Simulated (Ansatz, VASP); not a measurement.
## KBr: VASP beside Ansatz

```
CELL_PARAMETERS angstrom
0.00000 3.34343 3.34343
3.34343 0.00000 3.34343
3.34343 3.34343 0.00000
ATOMIC_POSITIONS crystal
Br 0.50000 0.50000 0.50000
K 0.00000 0.00000 0.00000
```

Alike in both runs: task single point; functional r2SCAN; dispersion D3(BJ); k mesh 7 × 7 × 7; occupations fermi-dirac, width 0.05 eV; no spin polarisation.

|  | VASP | Ansatz |
| --- | --- | --- |
| version | VASP 6.6.1 | Ansatz 0.2.0 |
| potentials or method | VASP PAW PBE potentials, release 64 (Br, K_sv) | Ansatz PAW |
| plane-wave cutoff (eV) | 520 | 500 |
| valence electrons in the cell | 16 | 16 |

```tsv
	VASP	Ansatz	Ansatz less VASP
gap on the k mesh at the Fermi level (eV)	4.97	4.97	-0.002
least direct gap on the mesh (eV)	4.97	4.97	-0.002
pressure (GPa)	-0.9	-0.9	+0.01
```

VASP's potentials were made for PBE, not for r2SCAN.

Noted on Ansatz's run: odd divisions of the mesh miss points on the zone boundary, where band edges often lie, so the gap on the mesh can be too wide.
